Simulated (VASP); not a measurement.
# C (P6_3/mmc) in VASP: notebook

C is run at these levels: PBE; tasks: single point.

All numbers are computed with VASP 6.6.1; they aren't measurements. Logs are shortened: lines on timing, memory, paths and dates and some standing lists are left out, and cuts for length are marked.

## Step 1: The cell of the first run

Symmetry: P6_3/mmc, No. 194, hexagonal system. The conventional cell has a = 2.522 Å, b = 2.522 Å, c = 12.356 Å, α = 90.00°, β = 90.00°, γ = 120.00°. Within 2.1 Å of C (site symmetry 3m) lie 4 C at 1.54 Å. C (site symmetry 3m) has 4 C at 1.54 Å within 2.1 Å. Within 2.1 Å of C (site symmetry 3m) lie 4 C at 1.54 Å.

## Step 2: Single point, PBE

INCAR reads:

```
SYSTEM = C
PREC = Accurate ; ENCUT = 520
EDIFF = 1E-7 ; ISMEAR = -1
SIGMA = 0.05 ; LREAL = .FALSE.
LASPH = .TRUE. ; NELM = 60
ALGO = Normal ; ISIF = 2
LWAVE = .FALSE. ; LCHARG = .FALSE.
GGA = PE ; NBANDS = 36
```

KPOINTS reads:

```
regular mesh
0
G
  9 9 2
  0 0 0
```

POSCAR reads:

```
C
1.0
    2.5221000000      0.0000000000      0.0000000000
   -1.2610500000      2.1842026709      0.0000000000
    0.0000000000      0.0000000000     12.3557000000
C
12
Direct
    0.6666666667      0.3333333333      0.3541700000
    0.3333333333      0.6666666667      0.8541700000
    0.6666666667      0.3333333333      0.1458300000
    0.3333333333      0.6666666667      0.6458300000
    0.6666666667      0.3333333333      0.4791700000
    0.3333333333      0.6666666667      0.9791700000
    0.6666666667      0.3333333333      0.0208300000
    0.3333333333      0.6666666667      0.5208300000
    0.0000000000      0.0000000000      0.8125000000
    0.0000000000      0.0000000000      0.3125000000
    0.0000000000      0.0000000000      0.6875000000
    0.0000000000      0.0000000000      0.1875000000
```

Potentials or basis: VASP PAW PBE potentials, release 64 (C).

Launch:

```sh
$ cat potpaw_PBE.64/C/POTCAR > POTCAR
$ mpirun -np 1 vasp_std > vasp.out
```

OUTCAR:

```text
SYSTEM = C
   PREC = Accurate
   ENCUT = 520
   EDIFF = 1E-7
   ISMEAR = -1
   LREAL = .FALSE.
   LASPH = .TRUE.
   NELM = 60
   ISIF = 2
   GGA = PE

 ion  position               nearest neighbor table
   1  0.667  0.333  0.354-   5 1.54  10 1.54  10 1.54  10 1.54
   2  0.333  0.667  0.854-   6 1.54   9 1.54   9 1.54   9 1.54
   3  0.667  0.333  0.146-   7 1.54  12 1.54  12 1.54  12 1.54
   4  0.333  0.667  0.646-   8 1.54  11 1.54  11 1.54  11 1.54
   5  0.667  0.333  0.479-   8 1.54   8 1.54   8 1.54   1 1.54
   6  0.333  0.667  0.979-   7 1.54   7 1.54   7 1.54   2 1.54
   7  0.667  0.333  0.021-   6 1.54   6 1.54   6 1.54   3 1.54
   8  0.333  0.667  0.521-   5 1.54   5 1.54   5 1.54   4 1.54
   9  0.000  0.000  0.812-  11 1.54   2 1.54   2 1.54   2 1.54
  10  0.000  0.000  0.312-  12 1.54   1 1.54   1 1.54   1 1.54
  11  0.000  0.000  0.688-   9 1.54   4 1.54   4 1.54   4 1.54
  12  0.000  0.000  0.188-  10 1.54   3 1.54   3 1.54   3 1.54

  LATTYP: Found a hexagonal cell.
 ALAT       =     2.5221000000
 C/A-ratio  =     4.8989730780

  Lattice vectors:

 A1 = (   2.5221000000,   0.0000000000,   0.0000000000)
 A2 = (  -1.2610500000,   2.1842026709,   0.0000000000)
 A3 = (   0.0000000000,   0.0000000000,  12.3557000000)

Analysis of symmetry for initial positions (statically):
=====================================================================
 Subroutine PRICEL returns:
 Original cell was already a primitive cell.

 Routine SETGRP: Setting up the symmetry group for a
 hexagonal supercell.

 Subroutine GETGRP returns: Found 24 space group operations
 (whereof 12 operations were pure point group operations)
 out of a pool of 24 trial point group operations.

The static configuration has the point symmetry D_3d.
 The point group associated with its full space group is D_6h.

Analysis of symmetry for dynamics (positions and initial velocities):
=====================================================================
 Subroutine PRICEL returns:
 Original cell was already a primitive cell.

 Routine SETGRP: Setting up the symmetry group for a
 hexagonal supercell.

 Subroutine GETGRP returns: Found 24 space group operations
 (whereof 12 operations were pure point group operations)
 out of a pool of 24 trial point group operations.

The dynamic configuration has the point symmetry D_3d.
 The point group associated with its full space group is D_6h.

 Subroutine INISYM returns: Found 24 space group operations
 (whereof 12 operations are pure point group operations),
 and found     1 'primitive' translations

----------------------------------------------------------------------------------------

                                     Primitive cell

  volume of cell :      68.0648

  direct lattice vectors                    reciprocal lattice vectors
     2.522100000  0.000000000  0.000000000     0.396494984  0.228916486  0.000000000
    -1.261050000  2.184202671  0.000000000     0.000000000  0.457832972  0.000000000
     0.000000000  0.000000000 12.355700000     0.000000000  0.000000000  0.080934306

  length of vectors
     2.522100000  2.522100000 12.355700000     0.457832972  0.457832972  0.080934306

  position of ions in fractional coordinates (direct lattice)
     0.666666667  0.333333333  0.354170000
     0.333333333  0.666666667  0.854170000
     0.666666667  0.333333333  0.145830000
     0.333333333  0.666666667  0.645830000
     0.666666667  0.333333333  0.479170000
     0.333333333  0.666666667  0.979170000
     0.666666667  0.333333333  0.020830000
     0.333333333  0.666666667  0.520830000
     0.000000000  0.000000000  0.812500000
     0.000000000  0.000000000  0.312500000
     0.000000000  0.000000000  0.687500000
     0.000000000  0.000000000  0.187500000

  ion indices of the primitive-cell ions
   primitive index   ion index
                 1           1
                 2           2
                 3           3
                 4           4
                 5           5
                 6           6
                 7           7
                 8           8
                 9           9
                10          10
                11          11
                12          12

----------------------------------------------------------------------------------------

 KPOINTS: regular mesh

Automatic generation of k-mesh.
 Grid dimensions read from file:
 generate k-points for:    9    9    2

 Generating k-lattice:

  Cartesian coordinates                     Fractional coordinates (reciprocal lattice)
     0.044054998  0.025435165  0.000000000     0.111111111  0.000000000  0.000000000
     0.000000000  0.050870330  0.000000000     0.000000000  0.111111111  0.000000000
     0.000000000  0.000000000  0.040467153     0.000000000  0.000000000  0.500000000

  Length of vectors
     0.050870330  0.050870330  0.040467153

  Shift w.r.t. Gamma in fractional coordinates (k-lattice)
     0.000000000  0.000000000  0.000000000

 Subroutine IBZKPT returns following result:
 ===========================================

 Found     24 irreducible k-points:

 Following reciprocal coordinates:
            Coordinates               Weight
  0.000000  0.000000  0.000000      1.000000
  0.111111  0.000000  0.000000      6.000000
  0.222222  0.000000  0.000000      6.000000
  0.333333  0.000000  0.000000      6.000000
  0.444444  0.000000  0.000000      6.000000
  0.111111  0.111111  0.000000      6.000000
[... 16 lines left out ...]
  0.333333  0.222222  0.500000     12.000000
  0.333333  0.333333  0.500000      2.000000
   k-points           NKPTS =     24   k-points in BZ     NKDIM =     24   number of bands    NBANDS=     36
   number of dos      NEDOS =    301   number of ions     NIONS =     12
   total plane-waves  NPLWV =  38400
   dimension x,y,z NGX =    20 NGY =   20 NGZ =   96
   dimension x,y,z NGXF=    40 NGYF=   40 NGZF=  192
   ions per type =              12
   NGX,Y,Z   is equivalent  to a cutoff of  13.18, 13.18, 12.92 a.u.
   NGXF,Y,Z  is equivalent  to a cutoff of  26.37, 26.37, 25.83 a.u.
 SYSTEM =  C
   PREC   = accura    normal or accurate (medium, high low for compatibility)
   ISTART =      0    job   : 0-new  1-cont  2-samecut
   ICHARG =      2    charge: 1-file 2-atom 10-const
   ISPIN  =      1    spin polarized calculation?
   LNONCOLLINEAR =      F non collinear calculations
   LSORBIT =      F    spin-orbit coupling
   LASPH  =      T    aspherical Exc in radial PAW
   ENCUT  =  520.0 eV  38.22 Ry    6.18 a.u.   4.69  4.69 22.97*2*pi/ulx,y,z
   NELM   =     60;   NELMIN=  2; NELMDL= -5     # of ELM steps
   EDIFF  = 0.1E-06   stopping-criterion for ELM
   LREAL  =      F    real-space projection
   EDIFFG = 0.1E-05   stopping-criterion for IOM
   NSW    =      0    number of steps for IOM
   IBRION =     -1    ionic relax: 0-MD 1-quasi-New 2-CG
   NFREE  =      0    steps in history (QN), initial steepest desc. (CG)
   ISIF   =      2    stress and relaxation
   ISYM   =      2    0-nonsym 1-usesym 2-fastsym
   POTIM  = 0.5000    time-step for ionic-motion
   TEBEG  =    0.0;   TEEND  =   0.0 temperature during run
   PSTRESS=    0.0 pullay stress
   NELECT =      48.0000    total number of electrons
   NUPDOWN=      -1.0000    fix difference up-down
   EMIN   =  10.00;   EMAX   =-10.00  energy-range for DOS
   EFERMI =   0.00;   METHOD = LEGACY
   ISMEAR =    -1;   SIGMA  =   0.05  broadening in eV -4-tet -1-fermi 0-gaus
   EFERMI_NEDOS =   21; number of points for ismear=-14 and -15
   IALGO  =     38    algorithm
   IMIX   =      4    mixing-type and parameters
     AMIX     =   0.40;   BMIX     =  1.00
     AMIX_MAG =   1.60;   BMIX_MAG =  1.00
  volume/ion in A,a.u.               =       5.67        38.28
  Fermi-wavevector in a.u.,A,eV,Ry     =   1.457184  2.753678 28.890408  2.123385
  Thomas-Fermi vector in A             =   2.574015
   LORBIT       =      0    0 simple, 1 ext, 2 COOP (PROOUT), +10 PAW based schemes
   GGA     = PE    functional components
   LHFCALC =     F    Hartree Fock is set to
   AEXX    =    0.0000 exact exchange contribution
   IVDW    =     0    specifies the selected vdW correction
   LEPSILON=     F    determine dielectric tensor
   LRPA    =     F    only Hartree local field effects (RPA)
 non-spin polarized calculation
  energy-cutoff  :      520.00
  volume of cell :       68.06
 maximum number of plane-waves:      1850
 NGX is ok and might be reduce to    20
   NGX =  9   NGY =  9   NGZ = 45

 number of electron      47.9999995 magnetization

 Free energy of the ion-electron system (eV)
  ---------------------------------------------------
  ext. energy  EPLUGINS =         0.00000000
  ---------------------------------------------------
  free energy    TOTEN  =      -109.02131035 eV

  energy without entropy =     -109.02131035  energy(sigma->0) =     -109.02131035

 E-fermi :  10.8691     XC(G=0): -13.2490

 val. band max:        9.8228379528   @ k =   0.0000   0.0000   0.0000
 cond. band min:      14.2027501140   @ k =   0.3333   0.0000   0.0000
 fundamental gap:      4.3799121612
 Fermi energy:        10.8691156661

 k-point     1 :       0.0000    0.0000    0.0000
  band No.  band energies     occupation
      1     -11.7565      2.00000
      2     -11.0109      2.00000
      3     -10.9656      2.00000
      4      -8.7452      2.00000
      5      -8.7225      2.00000
      6      -5.9570      2.00000
[... 28 lines left out ...]
     35      17.7490      0.00000
     36      17.7508      0.00000

 k-point     2 :       0.1111    0.0000    0.0000
  band No.  band energies     occupation
      1     -11.4532      2.00000
      2     -10.7102      2.00000
      3     -10.6639      2.00000
      4      -8.4534      2.00000
      5      -8.4295      2.00000
      6      -5.6875      2.00000
[... 28 lines left out ...]
     35      18.1525      0.00000
     36      18.7710      0.00000

 k-point     3 :       0.2222    0.0000    0.0000
  band No.  band energies     occupation
      1     -10.5494      2.00000
      2      -9.8153      2.00000
      3      -9.7655      2.00000
      4      -7.5875      2.00000
      5      -7.5589      2.00000
      6      -4.8865      2.00000
[... 28 lines left out ...]
     35      18.7741      0.00000
     36      20.2621      0.00000

 k-point     4 :       0.3333    0.0000    0.0000
  band No.  band energies     occupation
      1      -9.0706      2.00000
      2      -8.3580      2.00000
      3      -8.2967      2.00000
      4      -6.1979      2.00000
      5      -6.1511      2.00000
      6      -3.6046      2.00000
[... 28 lines left out ...]
     35      19.6992      0.00000
     36      19.8672      0.00000

 k-point     5 :       0.4444    0.0000    0.0000
  band No.  band energies     occupation
      1      -7.1185      2.00000
      2      -6.5189      2.00000
      3      -6.3701      2.00000
      4      -4.9206      2.00000
      5      -4.6024      2.00000
      6      -3.4156      2.00000
[... 655 lines left out ...]
 k-point    22 :       0.2222    0.2222    0.5000
  band No.  band energies     occupation
      1      -8.0193      2.00000
      2      -8.0193      2.00000
      3      -6.5752      2.00000
      4      -6.5752      2.00000
      5      -3.9406      2.00000
      6      -3.9406      2.00000
[... 28 lines left out ...]
     35      20.3222      0.00000
     36      20.3223      0.00000

 k-point    23 :       0.3333    0.2222    0.5000
  band No.  band energies     occupation
      1      -6.1305      2.00000
      2      -6.1305      2.00000
      3      -4.8928      2.00000
      4      -4.8928      2.00000
      5      -3.5024      2.00000
      6      -3.5024      2.00000
[... 28 lines left out ...]
     35      20.9697      0.00000
     36      20.9697      0.00000

 k-point    24 :       0.3333    0.3333    0.5000
  band No.  band energies     occupation
      1      -4.5377      2.00000
      2      -4.5377      2.00000
      3      -4.2852      2.00000
      4      -4.2852      2.00000
      5      -4.0187      2.00000
      6      -4.0187      2.00000
[... 28 lines left out ...]
     35      22.1124      0.00000
     36      22.1200      0.00000

------------------------ aborting loop because EDIFF is reached ----------------------------------------

  FORCE on cell =-STRESS in cart. coord.  units (eV):
  Direction    XX          YY          ZZ          XY          YZ          ZX
  --------------------------------------------------------------------------------------
  -------------------------------------------------------------------------------------
  Total        0.0115950      0.0115950      3.4800571      0.0000000     -0.0000000      0.0000000
  in kB        0.2729346      0.2729346     81.9170610      0.0000000     -0.0000000      0.0000000
  external PRESSURE =      27.4876434 kB  Pullay stress =       0.0000000 kB

 VOLUME and BASIS-vectors are now :
 -----------------------------------------------------------------------------
  energy-cutoff  :      520.00
  volume of cell :       68.06
      direct lattice vectors                 reciprocal lattice vectors
     2.522100000  0.000000000  0.000000000     0.396494984  0.228916486  0.000000000
    -1.261050000  2.184202671  0.000000000     0.000000000  0.457832972  0.000000000
     0.000000000  0.000000000 12.355700000     0.000000000  0.000000000  0.080934306

 POSITION                                       TOTAL-FORCE (eV/Angst)
 -----------------------------------------------------------------------------------
      1.26105      0.72807      4.37602        -0.000000      0.000000      0.309488
     -0.00000      1.45614     10.55387         0.000000     -0.000000      0.309488
      1.26105      0.72807      1.80183        -0.000000      0.000000     -0.309488
     -0.00000      1.45614      7.97968         0.000000     -0.000000     -0.309488
      1.26105      0.72807      5.92048        -0.000000     -0.000000     -0.026585
     -0.00000      1.45614     12.09833         0.000000      0.000000     -0.026585
      1.26105      0.72807      0.25737        -0.000000      0.000000      0.026585
     -0.00000      1.45614      6.43522         0.000000     -0.000000      0.026585
      0.00000      0.00000     10.03901         0.000000      0.000000      0.332295
      0.00000      0.00000      3.86116         0.000000      0.000000      0.332295
      0.00000      0.00000      8.49454        -0.000000      0.000000     -0.332295
      0.00000      0.00000      2.31669         0.000000      0.000000     -0.332295
 -----------------------------------------------------------------------------------
    total drift:                               -0.000000      0.000000      0.000000

  FREE ENERGIE OF THE ION-ELECTRON SYSTEM (eV)
  ---------------------------------------------------
  free  energy   TOTEN  =      -109.0213103532 eV

  energy  without entropy=     -109.0213103532  energy(sigma->0) =     -109.02131035
```

Run time: 60 s. Hardware: 1 thread of AMD EPYC 7R43 (Zen 3), shared host; peak memory 0.15 GiB.

Results:

```
Free energy            : -109.0213 eV
Pressure               : 2.7 GPa
Largest force          : 0.332 eV/Å
Band gap on the k mesh : 4.38 eV (least direct gap 5.30 eV)
```

Forces in eV/Å, atoms in the order of the input:
```
C    0.000  0.000  0.309
C    0.000  0.000  0.309
C    0.000  0.000 -0.309
C    0.000  0.000 -0.309
C    0.000  0.000 -0.027
C    0.000  0.000 -0.027
C    0.000  0.000  0.027
C    0.000  0.000  0.027
C    0.000  0.000  0.332
C    0.000  0.000  0.332
C    0.000  0.000 -0.332
C    0.000  0.000 -0.332
```

Stress tensor (GPa, compression positive):
```
0.03 0.00 0.00
0.00 0.03 0.00
0.00 0.00 8.19
```

Caveat: an odd mesh through Γ misses points on the zone boundary, where band edges can lie.

(Part 1 of 2 ends here.)
